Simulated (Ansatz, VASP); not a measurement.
AsSe2: VASP beside Ansatz

The input INCAR:

```
PREC = Accurate
ENCUT = 600
EDIFF = 1E-7
ISMEAR = 0
SIGMA = 0.1
LREAL = False
LASPH = True
NELM = 80
ALGO = Normal
ISIF = 3
LWAVE = False
LCHARG = False
GGA = PE
IBRION = 2
NSW = 90
EDIFFG = -0.04
```

File KPOINTS:

```
regular mesh
0
Gamma
  6 6 6
```

File POSCAR:

```
AsSe2
1.0
   -1.9638160900      1.9638160900      4.9007088600
    1.9638160900     -1.9638160900      4.9007088600
    1.9638160900      1.9638160900     -4.9007088600
As Se
1 2
Direct
    0.0000000000      0.0000000000      0.0000000000
    0.3260000100      0.3260000100      0.0000000000
    0.6739999900      0.6739999900      0.0000000000
```

Input for Ansatz:

```yaml
crystal:
  lattice:
    - [-1.96381609, 1.96381609, 4.90070886]
    - [1.96381609, -1.96381609, 4.90070886]
    - [1.96381609, 1.96381609, -4.90070886]
  atoms:
    - { symbol: As, position: [0.0, 0.0, 0.0] }
    - { symbol: Se, position: [0.32600001, 0.32600001, 0.0] }
    - { symbol: Se, position: [0.67399999, 0.67399999, 0.0] }
basis:
  ecutwfc: 420
kpoints:
  mp_grid: { grid: [6, 6, 6] }
hamiltonian:
  xc: pbe
scf:
  occupations: { method: gaussian, width: 0.1 }
  lower_state_search: "off"
output:
  forces: true
  stress: true
  eigenvalues: true
relax:
  adjacent_minimum: "off"
  f_tol: 0.04
  max_steps: 70
  cell: { stress_tol: 0.4 }
```

Change from the starting cell: species swapped into the HoAg2 type (I4/mmm, No. 139).

Alike in both runs: task relaxation of cell and atoms; functional PBE; k mesh 6 × 6 × 6; occupations gaussian, width 0.1 eV; no spin polarisation.

```csv
,VASP,Ansatz
version,VASP 6.6.1,Ansatz 0.2.0
potentials or method,"VASP PAW PBE potentials, release 64 (As, Se), cutoff 600 eV","scalar-relativistic, plane waves, PAW"
valence electrons in the cell,17,47
```

Ansatz gave:

```
gap on the k mesh at the Fermi level, each at its own relaxed structure (eV) : none
relaxed volume (Å³/atom)                                                     : 20.88
relaxed cell length with the largest relative difference (Å)                 : 5.647
```

Q: What did VASP give for the same quantities?

A: gap on the k mesh at the Fermi level, each at its own relaxed structure (eV): none; relaxed volume (Å³/atom): 20.84; relaxed cell length with the largest relative difference (Å): 5.816.

A gap of «none» marks a metal or a gap that the smearing closes. VASP's potentials hold 17 valence electrons a cell and Ansatz's 47, so a difference there can come from the potentials and not from the codes.

The k mesh is coarse, so the values compare programs but aren't converged. Noted on VASP's run: the volume moved by over 15 % at a fixed basis, so the end points are rough.
